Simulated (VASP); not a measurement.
# HgTe (I-4m2) in VASP: further runs

The runs below take HgTe through single point, with PBE.

Everything below comes from runs of VASP 6.6.1. Logs are shortened: lines on timing, memory, paths and dates and some standing lists are left out, and cuts for length are marked.

## 1. The cell of the first run

Symmetry: I-4m2, No. 119, tetragonal system. The conventional cell has a = 4.937 Å, b = 4.937 Å, c = 6.317 Å, α = 90.00°, β = 90.00°, γ = 90.00°. Within 3.9 Å of Hg (site symmetry -4m2) lie 4 Te at 2.93 Å. Te (site symmetry -4m2) has 4 Hg at 2.93 Å within 3.9 Å.

## 2. Single point, PBE (strain +0.050 along x and y, -0.050 along z)

INCAR

```
SYSTEM = HgTe
PREC = Accurate ; ENCUT = 520
EDIFF = 1E-6 ; ISMEAR = 0
SIGMA = 0.15 ; LREAL = .False.
LASPH = .True. ; NELM = 60
ALGO = Normal ; ISIF = 2
LWAVE = .False. ; LCHARG = .False.
GGA = PE ; NBANDS = 16
```

KPOINTS

```
Automatic mesh
0
Gamma
  16 16 16
  0 0 0
```

POSCAR

```
HgTe
1.0
    0.0000000000      3.4910379909      3.1585581823
    3.4910379909      0.0000000000      3.1585581823
    3.4910379909      3.4910379909      0.0000000000
Hg Te
1 1
Direct
    0.0000000000      0.0000000000      0.0000000000
    0.7500000000      0.7500000000      0.7500000000
```

Potentials or basis: VASP PAW PBE potentials, release 64 (Hg, Te).

On the command line:

```bash
> cat potpaw_PBE.64/Hg/POTCAR potpaw_PBE.64/Te/POTCAR > POTCAR
> mpirun -np 1 vasp_std > vasp.out
```

OUTCAR:

```text
SYSTEM = HgTe
   PREC = Accurate
   ENCUT = 520
   EDIFF = 1E-6
   ISMEAR = 0
   LREAL = .False.
   LASPH = .True.
   NELM = 60
   ISIF = 2
   GGA = PE

 ion  position               nearest neighbor table
   1  0.000  0.000  0.000-   2 2.93   2 2.93   2 2.93   2 2.93
   2  0.750  0.750  0.750-   1 2.93   1 2.93   1 2.93   1 2.93

  LATTYP: Found a body centered tetragonal cell.
 ALAT       =     4.9370732735
 C/A-ratio  =     1.2795265565

  Lattice vectors:

 A1 = (   0.0000000000,  -3.4910379909,  -3.1585581823)
 A2 = (   0.0000000000,   3.4910379909,  -3.1585581823)
 A3 = (   3.4910379909,   0.0000000000,   3.1585581823)

Analysis of symmetry for initial positions (statically):
=====================================================================
 Subroutine PRICEL returns:
 Original cell was already a primitive cell.

 Routine SETGRP: Setting up the symmetry group for a
 body centered tetragonal supercell.

 Subroutine GETGRP returns: Found  8 space group operations
 (whereof  8 operations were pure point group operations)
 out of a pool of 16 trial point group operations.

The static configuration has the point symmetry D_2d.

Analysis of symmetry for dynamics (positions and initial velocities):
=====================================================================
 Subroutine PRICEL returns:
 Original cell was already a primitive cell.

 Routine SETGRP: Setting up the symmetry group for a
 body centered tetragonal supercell.

 Subroutine GETGRP returns: Found  8 space group operations
 (whereof  8 operations were pure point group operations)
 out of a pool of 16 trial point group operations.

The dynamic configuration has the point symmetry D_2d.

 Subroutine INISYM returns: Found  8 space group operations
 (whereof  8 operations are pure point group operations),
 and found     1 'primitive' translations

----------------------------------------------------------------------------------------

                                     Primitive cell

  volume of cell :      76.9889

  direct lattice vectors                    reciprocal lattice vectors
     0.000000000  3.491037991  3.158558182    -0.143223878  0.143223878  0.158300076
     3.491037991  0.000000000  3.158558182     0.143223878 -0.143223878  0.158300076
     3.491037991  3.491037991  0.000000000     0.143223878  0.143223878 -0.158300076

  length of vectors
     4.707848346  4.707848346  4.937073273     0.257070171  0.257070171  0.257070171

  position of ions in fractional coordinates (direct lattice)
     0.000000000  0.000000000  0.000000000
     0.750000000  0.750000000  0.750000000

  ion indices of the primitive-cell ions
   primitive index   ion index
                 1           1
                 2           2

----------------------------------------------------------------------------------------

 KPOINTS: Automatic mesh

Automatic generation of k-mesh.
 Grid dimensions read from file:
 generate k-points for:   16   16   16

 Generating k-lattice:

  Cartesian coordinates                     Fractional coordinates (reciprocal lattice)
    -0.008951492  0.008951492  0.009893755     0.062500000  0.000000000  0.000000000
     0.008951492 -0.008951492  0.009893755     0.000000000  0.062500000  0.000000000
     0.008951492  0.008951492 -0.009893755     0.000000000  0.000000000  0.062500000

  Length of vectors
     0.016066886  0.016066886  0.016066886

  Shift w.r.t. Gamma in fractional coordinates (k-lattice)
     0.000000000  0.000000000  0.000000000

 Subroutine IBZKPT returns following result:
 ===========================================

 Found    349 irreducible k-points:

 Following reciprocal coordinates:
            Coordinates               Weight
  0.000000  0.000000  0.000000      1.000000
  0.062500  0.000000  0.000000      8.000000
  0.125000  0.000000  0.000000      8.000000
  0.187500  0.000000  0.000000      8.000000
  0.250000  0.000000  0.000000      8.000000
  0.312500  0.000000  0.000000      8.000000
[... 16 lines left out ...]
 -0.125000  0.062500  0.000000      8.000000
 -0.062500  0.062500  0.000000      4.000000
 [... further k-points ...]
   k-points           NKPTS =    349   k-points in BZ     NKDIM =    349   number of bands    NBANDS=     16
   number of dos      NEDOS =    301   number of ions     NIONS =      2
   total plane-waves  NPLWV =  51840
   dimension x,y,z NGX =    36 NGY =   36 NGZ =   40
   dimension x,y,z NGXF=    72 NGYF=   72 NGZF=   80
   ions per type =               1   1
   NGX,Y,Z   is equivalent  to a cutoff of  12.71, 12.71, 13.47 a.u.
   NGXF,Y,Z  is equivalent  to a cutoff of  25.43, 25.43, 26.94 a.u.
 SYSTEM =  HgTe
   PREC   = accura    normal or accurate (medium, high low for compatibility)
   ISTART =      0    job   : 0-new  1-cont  2-samecut
   ICHARG =      2    charge: 1-file 2-atom 10-const
   ISPIN  =      1    spin polarized calculation?
   LNONCOLLINEAR =      F non collinear calculations
   LSORBIT =      F    spin-orbit coupling
   LASPH  =      T    aspherical Exc in radial PAW
   ENCUT  =  520.0 eV  38.22 Ry    6.18 a.u.   8.75  8.75  9.18*2*pi/ulx,y,z
   NELM   =     60;   NELMIN=  2; NELMDL= -5     # of ELM steps
   EDIFF  = 0.1E-05   stopping-criterion for ELM
   LREAL  =      F    real-space projection
   EDIFFG = 0.1E-04   stopping-criterion for IOM
   NSW    =      0    number of steps for IOM
   IBRION =     -1    ionic relax: 0-MD 1-quasi-New 2-CG
   NFREE  =      0    steps in history (QN), initial steepest desc. (CG)
   ISIF   =      2    stress and relaxation
   ISYM   =      2    0-nonsym 1-usesym 2-fastsym
   POTIM  = 0.5000    time-step for ionic-motion
   TEBEG  =    0.0;   TEEND  =   0.0 temperature during run
   PSTRESS=    0.0 pullay stress
   NELECT =      18.0000    total number of electrons
   NUPDOWN=      -1.0000    fix difference up-down
   EMIN   =  10.00;   EMAX   =-10.00  energy-range for DOS
   EFERMI =   0.00;   METHOD = LEGACY
   ISMEAR =     0;   SIGMA  =   0.15  broadening in eV -4-tet -1-fermi 0-gaus
   EFERMI_NEDOS =   21; number of points for ismear=-14 and -15
   IALGO  =     38    algorithm
   IMIX   =      4    mixing-type and parameters
     AMIX     =   0.40;   BMIX     =  1.00
     AMIX_MAG =   1.60;   BMIX_MAG =  1.00
  volume/ion in A,a.u.               =      38.49       259.77
  Fermi-wavevector in a.u.,A,eV,Ry     =   1.008532  1.905849 13.838985  1.017137
  Thomas-Fermi vector in A             =   2.141405
   LORBIT       =      0    0 simple, 1 ext, 2 COOP (PROOUT), +10 PAW based schemes
   GGA     = PE    functional components
   LHFCALC =     F    Hartree Fock is set to
   AEXX    =    0.0000 exact exchange contribution
   IVDW    =     0    specifies the selected vdW correction
   LEPSILON=     F    determine dielectric tensor
   LRPA    =     F    only Hartree local field effects (RPA)
 non-spin polarized calculation
 Gauss-broadening in eV      SIGMA  =   0.15
  energy-cutoff  :      520.00
  volume of cell :       76.99
 maximum number of plane-waves:      2090
   NGX = 17   NGY = 17   NGZ = 19

 number of electron      18.0000000 magnetization

 Free energy of the ion-electron system (eV)
  ---------------------------------------------------
  ext. energy  EPLUGINS =         0.00000000
  ---------------------------------------------------
  free energy    TOTEN  =        -3.61522068 eV

  energy without entropy =       -3.61472193  energy(sigma->0) =       -3.61497131

 E-fermi :   1.9537     XC(G=0):  -8.1659

 val. band max:        1.9460230887   @ k =   0.0000   0.0000   0.0000
 cond. band min:       2.0380342097   @ k =   0.0625   0.0000   0.0000
 fundamental gap:      0.0920111210
 Fermi energy:         1.9537208626

 k-point     1 :       0.0000    0.0000    0.0000
  band No.  band energies     occupation
      1      -9.3198      2.00000
      2      -4.8567      2.00000
      3      -4.8567      2.00000
      4      -4.8418      2.00000
      5      -4.4986      2.00000
      6      -4.4566      2.00000
[... 8 lines left out ...]
     15      10.5940      0.00000
     16      11.3495      0.00000

 k-point     2 :       0.0625    0.0000    0.0000
  band No.  band energies     occupation
      1      -9.3048      2.00000
      2      -4.8529      2.00000
      3      -4.8529      2.00000
      4      -4.8348      2.00000
      5      -4.4983      2.00000
      6      -4.4574      2.00000
[... 8 lines left out ...]
     15      10.3930      0.00000
     16      10.9182      0.00000

 k-point     3 :       0.1250    0.0000    0.0000
  band No.  band energies     occupation
      1      -9.2616      2.00000
      2      -4.8424      2.00000
      3      -4.8408      2.00000
      4      -4.8133      2.00000
      5      -4.4971      2.00000
      6      -4.4594      2.00000
[... 8 lines left out ...]
     15      10.1432      0.00000
     16      10.6207      0.00000

 k-point     4 :       0.1875    0.0000    0.0000
  band No.  band energies     occupation
      1      -9.1956      2.00000
      2      -4.8276      2.00000
      3      -4.8218      2.00000
      4      -4.7729      2.00000
      5      -4.4939      2.00000
      6      -4.4617      2.00000
[... 8 lines left out ...]
     15      10.0482      0.00000
     16      10.6464      0.00000
[... 324 lines left out ...]
 k-point    22 :      -0.1875    0.0625    0.0000
  band No.  band energies     occupation
      1      -9.1622      2.00000
      2      -4.8227      2.00000
      3      -4.8021      2.00000
      4      -4.7501      2.00000
      5      -4.4982      2.00000
      6      -4.4614      2.00000
[... 8 lines left out ...]
     15       9.7436      0.00000
     16      10.6773      0.00000

 k-point    23 :      -0.1250    0.0625    0.0000
  band No.  band energies     occupation
      1      -9.2322      2.00000
      2      -4.8379      2.00000
      3      -4.8258      2.00000
      4      -4.7966      2.00000
      5      -4.5004      2.00000
      6      -4.4593      2.00000
[... 8 lines left out ...]
     15       9.8077      0.00000
     16      10.2891      0.00000

 k-point    24 :      -0.0625    0.0625    0.0000
  band No.  band energies     occupation
      1      -9.2819      2.00000
      2      -4.8488      2.00000
      3      -4.8451      2.00000
      4      -4.8214      2.00000
      5      -4.5000      2.00000
      6      -4.4577      2.00000
[... 8 lines left out ...]
     15      10.0486      0.00000
     16      10.4897      0.00000

 [... further k-points ...]
[... 5 lines left out ...]
  --------------------------------------------------------------------------------------
  -------------------------------------------------------------------------------------
  Total       -0.9122411     -0.9122411     -0.2656492      0.0000000      0.0000000      0.0000000
  in kB      -18.9841947    -18.9841947     -5.5282939      0.0000000      0.0000000      0.0000000
  external PRESSURE =     -14.4988944 kB  Pullay stress =       0.0000000 kB

 VOLUME and BASIS-vectors are now :
 -----------------------------------------------------------------------------
  energy-cutoff  :      520.00
  volume of cell :       76.99
      direct lattice vectors                 reciprocal lattice vectors
     0.000000000  3.491037991  3.158558182    -0.143223878  0.143223878  0.158300076
     3.491037991  0.000000000  3.158558182     0.143223878 -0.143223878  0.158300076
     3.491037991  3.491037991  0.000000000     0.143223878  0.143223878 -0.158300076

 POSITION                                       TOTAL-FORCE (eV/Angst)
 -----------------------------------------------------------------------------------
      0.00000      0.00000      0.00000         0.000000      0.000000      0.000000
      5.23656      5.23656      4.73784        -0.000000     -0.000000      0.000000
 -----------------------------------------------------------------------------------
    total drift:                                0.000000      0.000000      0.000000

  FREE ENERGIE OF THE ION-ELECTRON SYSTEM (eV)
  ---------------------------------------------------
  free  energy   TOTEN  =        -3.6152206834 eV

  energy  without entropy=       -3.6147219329  energy(sigma->0) =       -3.61497131
```

It took 5 min on 1 thread of AMD EPYC 7R13 (Zen 3), shared host; peak memory 0.53 GiB.

Results:

```yaml
Free_energy: -3.6152 eV
Pressure: -1.4 GPa
```

Caveat: the cell differs from its parent crystal (strain +0.050 along x and y, -0.050 along z); spin-orbit coupling is left out, which moves the levels of the heavy elements.

## 3. Single point, PBE (strain +0.050 along x and y, -0.025 along z)

INCAR

```
SYSTEM = HgTe
ALGO = Normal
EDIFF = 1E-7
ENCUT = 520
GGA = PE
ISIF = 2
ISMEAR = 0
LASPH = .TRUE.
LCHARG = .FALSE.
LREAL = .FALSE.
LWAVE = .FALSE.
NBANDS = 16
NELM = 100
PREC = Accurate
SIGMA = 0.15
```

KPOINTS

```
k-points
0
G
  16 16 16
  0 0 0
```

POSCAR

```
HgTe
1.0
    0.0000000000      3.4910379909      3.2416781344
    3.4910379909      0.0000000000      3.2416781344
    3.4910379909      3.4910379909      0.0000000000
Hg Te
1 1
Direct
    0.0000000000      0.0000000000      0.0000000000
    0.7500000000      0.7500000000      0.7500000000
```

Potentials or basis: VASP PAW PBE potentials, release 64 (Hg, Te).

On the command line:

```bash
> cat potpaw_PBE.64/Hg/POTCAR potpaw_PBE.64/Te/POTCAR > POTCAR
> mpirun -np 1 vasp_std > vasp.out
```

Wall time 5.5 min (1 thread of AMD EPYC 7R13 (Zen 3), shared host); peak memory 0.54 GiB.

The run converged. Its results:

```yaml
Free_energy: -3.6035 eV
Pressure: -2.1 GPa
```

Stress tensor (GPa, compression positive):
```
-2.41  0.00  0.00
 0.00 -2.41  0.00
 0.00  0.00 -1.35
```

Levels at points of the mesh, in eV from the Fermi level:
```tsv
k point	band 6	band 7	band 8	band 9	band 10	band 11	band 12	band 13
(0.00, 0.00, 0.00)	-6.32	-1.23	-0.21	-0.21	-0.03	4.34	4.37	4.37
(0.50, 0.00, 0.00)	-6.13	-4.67	-0.98	-0.72	0.53	4.86	5.20	6.50
(0.50, 0.50, 0.00)	-5.99	-4.56	-1.96	-1.96	1.44	2.60	7.82	8.08
(0.50, 0.00, 0.50)	-6.07	-4.84	-1.77	-1.64	1.89	2.81	7.41	7.81
```

Caveat: the cell differs from its parent crystal (strain +0.050 along x and y, -0.025 along z); spin-orbit coupling is left out, which moves the levels of the heavy elements.
